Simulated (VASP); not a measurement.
# C (C222_1) in VASP: single point with PBE

Aim: the single point of C with PBE.

Program: VASP 6.6.1. These are calculated values, not measurements. Logs are shortened: lines on timing, memory, paths and dates and some standing lists are left out, and cuts for length are marked.

### Step 1. The cell of the first run

The typed cell holds 4 atoms: a = 3.106 Å, b = 3.106 Å, c = 2.452 Å, α = 90.00°, β = 90.00°, γ = 90.03°.

### Step 2. Single point, PBE

INCAR

```
SYSTEM = C
PREC     = Accurate       ! precision mode
ENCUT    = 520            ! plane-wave cutoff, eV
EDIFF    = 1E-6           ! SCF threshold, eV
ISMEAR   = 0              ! smearing method
SIGMA    = 0.1            ! smearing width, eV
LREAL    = .FALSE.        ! projectors in reciprocal space
LASPH    = .TRUE.         ! aspherical terms in the spheres
NELM     = 80             ! most SCF steps
ALGO     = Normal         ! electronic algorithm
ISIF     = 2              ! what is computed and relaxed
LWAVE    = .FALSE.        ! write WAVECAR
LCHARG   = .FALSE.        ! write CHGCAR
GGA      = PE             ! functional
NBANDS   = 16             ! bands
```

KPOINTS

```
regular mesh
0
G
  6 6 8
  0 0 0
```

POSCAR

```
C
1.0
    2.1957115594     -2.1966840078      0.0000000000
    2.1957115594      2.1966840078      0.0000000000
    0.0000000000      0.0000000000      2.4521802582
C
4
Direct
    0.5000166416      0.1458164245      0.8749143862
    0.4999833584      0.8541835755      0.3749143862
    0.8541835755      0.4999833584      0.6250856138
    0.1458164245      0.5000166416      0.1250856138
```

Potentials or basis: VASP PAW PBE potentials, release 64 (C).

Started as:

```bash
> cat potpaw_PBE.64/C/POTCAR > POTCAR
> mpirun -np 1 vasp_std > vasp.out
```

OUTCAR:

```text
SYSTEM = C
   PREC = Accurate
   ENCUT = 520
   EDIFF = 1E-6
   ISMEAR = 0
   LREAL = .FALSE.
   LASPH = .TRUE.
   NELM = 80
   ISIF = 2
   GGA = PE

 ion  position               nearest neighbor table
   1  0.500  0.146  0.875-   2 1.52   2 1.52   3 1.67   4 1.67
   2  0.500  0.854  0.375-   1 1.52   1 1.52   4 1.67   3 1.67
   3  0.854  0.500  0.625-   4 1.52   4 1.52   1 1.67   2 1.67
   4  0.146  0.500  0.125-   3 1.52   3 1.52   2 1.67   1 1.67

  LATTYP: Found a base centered orthorhombic cell.
 ALAT       =     4.3914231188
 B/A-ratio  =     1.0004428853
 C/A-ratio  =     0.5584021835

  Lattice vectors:

 A1 = (   2.1957115594,  -2.1966840078,   0.0000000000)
 A2 = (   2.1957115594,   2.1966840078,   0.0000000000)
 A3 = (   0.0000000000,   0.0000000000,   2.4521802582)

Analysis of symmetry for initial positions (statically):
=====================================================================
 Subroutine PRICEL returns:
 Original cell was already a primitive cell.

 Routine SETGRP: Setting up the symmetry group for a
 base centered orthorhombic supercell.

 Subroutine GETGRP returns: Found  4 space group operations
 (whereof  2 operations were pure point group operations)
 out of a pool of  8 trial point group operations.

The static configuration has the point symmetry C_2 .
 The point group associated with its full space group is D_2 .

Analysis of symmetry for dynamics (positions and initial velocities):
=====================================================================
 Subroutine PRICEL returns:
 Original cell was already a primitive cell.

 Routine SETGRP: Setting up the symmetry group for a
 base centered orthorhombic supercell.

 Subroutine GETGRP returns: Found  4 space group operations
 (whereof  2 operations were pure point group operations)
 out of a pool of  8 trial point group operations.

The dynamic configuration has the point symmetry C_2 .
 The point group associated with its full space group is D_2 .

 Subroutine INISYM returns: Found  4 space group operations
 (whereof  2 operations are pure point group operations),
 and found     1 'primitive' translations

----------------------------------------------------------------------------------------

                                     Primitive cell

  volume of cell :      23.6551

  direct lattice vectors                    reciprocal lattice vectors
     2.195711559 -2.196684008  0.000000000     0.227716613 -0.227615806  0.000000000
     2.195711559  2.196684008  0.000000000     0.227716613  0.227615806  0.000000000
     0.000000000  0.000000000  2.452180258     0.000000000  0.000000000  0.407800363

  length of vectors
     3.105892767  3.105892767  2.452180258     0.321968649  0.321968649  0.407800363

  position of ions in fractional coordinates (direct lattice)
     0.500016642  0.145816424  0.874914386
     0.499983358  0.854183576  0.374914386
     0.854183576  0.499983358  0.625085614
     0.145816424  0.500016642  0.125085614

  ion indices of the primitive-cell ions
   primitive index   ion index
                 1           1
                 2           2
                 3           3
                 4           4

----------------------------------------------------------------------------------------

 KPOINTS: regular mesh

Automatic generation of k-mesh.
 Grid dimensions read from file:
 generate k-points for:    6    6    8

 Generating k-lattice:

  Cartesian coordinates                     Fractional coordinates (reciprocal lattice)
     0.037952769 -0.037935968  0.000000000     0.166666667  0.000000000  0.000000000
     0.037952769  0.037935968  0.000000000     0.000000000  0.166666667  0.000000000
     0.000000000  0.000000000  0.050975045     0.000000000  0.000000000  0.125000000

  Length of vectors
     0.053661441  0.053661441  0.050975045

  Shift w.r.t. Gamma in fractional coordinates (k-lattice)
     0.000000000  0.000000000  0.000000000

 Subroutine IBZKPT returns following result:
 ===========================================

 Found     65 irreducible k-points:

 Following reciprocal coordinates:
            Coordinates               Weight
  0.000000  0.000000  0.000000      1.000000
  0.166667 -0.000000  0.000000      4.000000
  0.333333  0.000000  0.000000      4.000000
  0.500000  0.000000  0.000000      2.000000
  0.166667  0.166667  0.000000      2.000000
  0.333333  0.166667  0.000000      4.000000
[... 16 lines left out ...]
  0.333333  0.333333  0.125000      4.000000
  0.500000  0.333333  0.125000      8.000000
 [... further k-points ...]
   k-points           NKPTS =     65   k-points in BZ     NKDIM =     65   number of bands    NBANDS=     16
   number of dos      NEDOS =    301   number of ions     NIONS =      4
   total plane-waves  NPLWV =  10368
   dimension x,y,z NGX =    24 NGY =   24 NGZ =   18
   dimension x,y,z NGXF=    48 NGYF=   48 NGZF=   36
   ions per type =               4
   NGX,Y,Z   is equivalent  to a cutoff of  12.85, 12.85, 12.20 a.u.
   NGXF,Y,Z  is equivalent  to a cutoff of  25.69, 25.69, 24.41 a.u.
 SYSTEM =  C
   PREC   = accura    normal or accurate (medium, high low for compatibility)
   ISTART =      0    job   : 0-new  1-cont  2-samecut
   ICHARG =      2    charge: 1-file 2-atom 10-const
   ISPIN  =      1    spin polarized calculation?
   LNONCOLLINEAR =      F non collinear calculations
   LSORBIT =      F    spin-orbit coupling
   LASPH  =      T    aspherical Exc in radial PAW
   ENCUT  =  520.0 eV  38.22 Ry    6.18 a.u.   5.77  5.77  4.56*2*pi/ulx,y,z
   NELM   =     80;   NELMIN=  2; NELMDL= -5     # of ELM steps
   EDIFF  = 0.1E-05   stopping-criterion for ELM
   LREAL  =      F    real-space projection
   EDIFFG = 0.1E-04   stopping-criterion for IOM
   NSW    =      0    number of steps for IOM
   IBRION =     -1    ionic relax: 0-MD 1-quasi-New 2-CG
   NFREE  =      0    steps in history (QN), initial steepest desc. (CG)
   ISIF   =      2    stress and relaxation
   ISYM   =      2    0-nonsym 1-usesym 2-fastsym
   POTIM  = 0.5000    time-step for ionic-motion
   TEBEG  =    0.0;   TEEND  =   0.0 temperature during run
   PSTRESS=    0.0 pullay stress
   NELECT =      16.0000    total number of electrons
   NUPDOWN=      -1.0000    fix difference up-down
   EMIN   =  10.00;   EMAX   =-10.00  energy-range for DOS
   EFERMI =   0.00;   METHOD = LEGACY
   ISMEAR =     0;   SIGMA  =   0.10  broadening in eV -4-tet -1-fermi 0-gaus
   EFERMI_NEDOS =   21; number of points for ismear=-14 and -15
   IALGO  =     38    algorithm
   IMIX   =      4    mixing-type and parameters
     AMIX     =   0.40;   BMIX     =  1.00
     AMIX_MAG =   1.60;   BMIX_MAG =  1.00
  volume/ion in A,a.u.               =       5.91        39.91
  Fermi-wavevector in a.u.,A,eV,Ry     =   1.437054  2.715638 28.097718  2.065124
  Thomas-Fermi vector in A             =   2.556174
   LORBIT       =      0    0 simple, 1 ext, 2 COOP (PROOUT), +10 PAW based schemes
   GGA     = PE    functional components
   LHFCALC =     F    Hartree Fock is set to
   AEXX    =    0.0000 exact exchange contribution
   IVDW    =     0    specifies the selected vdW correction
   LEPSILON=     F    determine dielectric tensor
   LRPA    =     F    only Hartree local field effects (RPA)
 non-spin polarized calculation
 Gauss-broadening in eV      SIGMA  =   0.10
  energy-cutoff  :      520.00
  volume of cell :       23.66
 maximum number of plane-waves:       653
   NGX = 11   NGY = 11   NGZ =  9

 number of electron      15.9999995 magnetization

 Free energy of the ion-electron system (eV)
  ---------------------------------------------------
  ext. energy  EPLUGINS =         0.00000000
  ---------------------------------------------------
  free energy    TOTEN  =       -31.98991292 eV

  energy without entropy =      -31.98991292  energy(sigma->0) =      -31.98991292

 E-fermi :  10.6676     XC(G=0): -13.1392

 val. band max:       10.2467320435   @ k =   0.5000   0.5000   0.1250
 cond. band min:      11.3120064479   @ k =   0.0000   0.0000   0.5000
 fundamental gap:      1.0652744043
 Fermi energy:        10.6675684686

 k-point     1 :       0.0000    0.0000    0.0000
  band No.  band energies     occupation
      1     -11.9701      2.00000
      2      -2.7320      2.00000
      3       0.0577      2.00000
      4       0.0689      2.00000
      5       3.3676      2.00000
      6       5.7312      2.00000
[... 8 lines left out ...]
     15      20.8096      0.00000
     16      22.6698      0.00000

 k-point     2 :       0.1667   -0.0000    0.0000
  band No.  band energies     occupation
      1     -11.6425      2.00000
      2      -4.2196      2.00000
      3       0.4041      2.00000
      4       0.4599      2.00000
      5       4.1045      2.00000
      6       5.8942      2.00000
[... 8 lines left out ...]
     15      20.8489      0.00000
     16      22.4415      0.00000

 k-point     3 :       0.3333    0.0000    0.0000
  band No.  band energies     occupation
      1     -10.6916      2.00000
      2      -6.6133      2.00000
      3       0.9636      2.00000
      4       1.4105      2.00000
      5       4.6781      2.00000
      6       5.3523      2.00000
[... 8 lines left out ...]
     15      21.6853      0.00000
     16      22.9856      0.00000

 k-point     4 :       0.5000    0.0000    0.0000
  band No.  band energies     occupation
      1      -9.6289      2.00000
      2      -8.2197      2.00000
      3       1.2170      2.00000
      4       2.7383      2.00000
      5       3.4835      2.00000
      6       4.7741      2.00000
[... 8 lines left out ...]
     15      21.1444      0.00000
     16      22.6639      0.00000
[... 324 lines left out ...]
 k-point    22 :      -0.1667    0.1667    0.1250
  band No.  band energies     occupation
      1     -11.0098      2.00000
      2      -4.3814      2.00000
      3      -1.4225      2.00000
      4       2.1227      2.00000
      5       3.6554      2.00000
      6       4.7839      2.00000
[... 8 lines left out ...]
     15      21.3316      0.00000
     16      23.5010      0.00000

 k-point    23 :       0.3333    0.3333    0.1250
  band No.  band energies     occupation
      1      -9.1208      2.00000
      2      -6.1479      2.00000
      3      -3.6344      2.00000
      4       0.7267      2.00000
      5       4.0003      2.00000
      6       5.5265      2.00000
[... 8 lines left out ...]
     15      21.4341      0.00000
     16      22.7590      0.00000

 k-point    24 :       0.5000    0.3333    0.1250
  band No.  band energies     occupation
      1      -8.0051      2.00000
      2      -7.1239      2.00000
      3      -3.9208      2.00000
      4      -0.2526      2.00000
      5       4.6454      2.00000
      6       5.2571      2.00000
[... 8 lines left out ...]
     15      21.4638      0.00000
     16      22.7748      0.00000

 [... further k-points ...]

------------------------ aborting loop because EDIFF is reached ----------------------------------------

  FORCE on cell =-STRESS in cart. coord.  units (eV):
  Direction    XX          YY          ZZ          XY          YZ          ZX
  --------------------------------------------------------------------------------------
  -------------------------------------------------------------------------------------
  Total        0.0740534      0.0428879      0.1080481      0.0000000      0.0000000      0.0000000
  in kB        5.0156831      2.9048271      7.3181709      0.0000000      0.0000000      0.0000000
  external PRESSURE =       5.0795603 kB  Pullay stress =       0.0000000 kB

 VOLUME and BASIS-vectors are now :
 -----------------------------------------------------------------------------
  energy-cutoff  :      520.00
  volume of cell :       23.66
      direct lattice vectors                 reciprocal lattice vectors
     2.195711559 -2.196684008  0.000000000     0.227716613 -0.227615806  0.000000000
     2.195711559  2.196684008  0.000000000     0.227716613  0.227615806  0.000000000
     0.000000000  0.000000000  2.452180258     0.000000000  0.000000000  0.407800363

 POSITION                                       TOTAL-FORCE (eV/Angst)
 -----------------------------------------------------------------------------------
      1.41806     -0.77807      2.14545         0.016029      0.015766     -0.000251
      2.97336      0.77807      0.91936        -0.016029     -0.015766     -0.000251
      2.97336     -0.77807      1.53282        -0.016029      0.015766      0.000251
      1.41806      0.77807      0.30673         0.016029     -0.015766      0.000251
 -----------------------------------------------------------------------------------
    total drift:                                0.000000     -0.000000      0.000000

  FREE ENERGIE OF THE ION-ELECTRON SYSTEM (eV)
  ---------------------------------------------------
  free  energy   TOTEN  =       -31.9899129225 eV

  energy  without entropy=      -31.9899129225  energy(sigma->0) =      -31.98991292
```

Wall time 8.5 s (1 thread of Intel Xeon Platinum 8375C at 2.90GHz (Ice Lake), shared host); peak memory 0.13 GiB.

Results:

```
Free energy            : -31.9899 eV
Pressure               : 0.5 GPa
Largest force          : 0.022 eV/Å
Band gap on the k mesh : 1.07 eV, indirect (least direct gap 3.89 eV)
```

Forces in eV/Å, atoms in the order of the input:
```
C    0.016  0.016  0.000
C   -0.016 -0.016  0.000
C   -0.016  0.016  0.000
C    0.016 -0.016  0.000
```

Stress tensor (GPa, compression positive):
```
0.50 0.00 0.00
0.00 0.29 0.00
0.00 0.00 0.73
```

Levels at points of the mesh, in eV from the valence-band top:
| k point | band 5 | band 6 | band 7 | band 8 | band 9 | band 10 | band 11 | band 12 |
| --- | --- | --- | --- | --- | --- | --- | --- | --- |
| (0.00, 0.00, 0.00) | -6.88 | -4.52 | -4.51 | -0.54 | 3.45 | 3.47 | 7.15 | 8.55 |
| (0.50, 0.00, 0.00) | -6.76 | -5.47 | -3.73 | -3.59 | 4.48 | 4.70 | 7.40 | 9.11 |
| (0.50, 0.50, 0.00) | -3.82 | -3.61 | -1.02 | -1.02 | 5.04 | 6.34 | 6.34 | 8.22 |
| (0.00, 0.00, 0.50) | -6.07 | -6.07 | -5.06 | -5.06 | 1.07 | 1.07 | 6.28 | 6.28 |
| (0.50, 0.00, 0.50) | -6.38 | -6.38 | -3.12 | -3.12 | 2.33 | 2.33 | 3.54 | 3.54 |
| (0.50, 0.50, 0.50) | -11.48 | -11.48 | -5.77 | -5.77 | 6.90 | 6.90 | 7.04 | 7.04 |
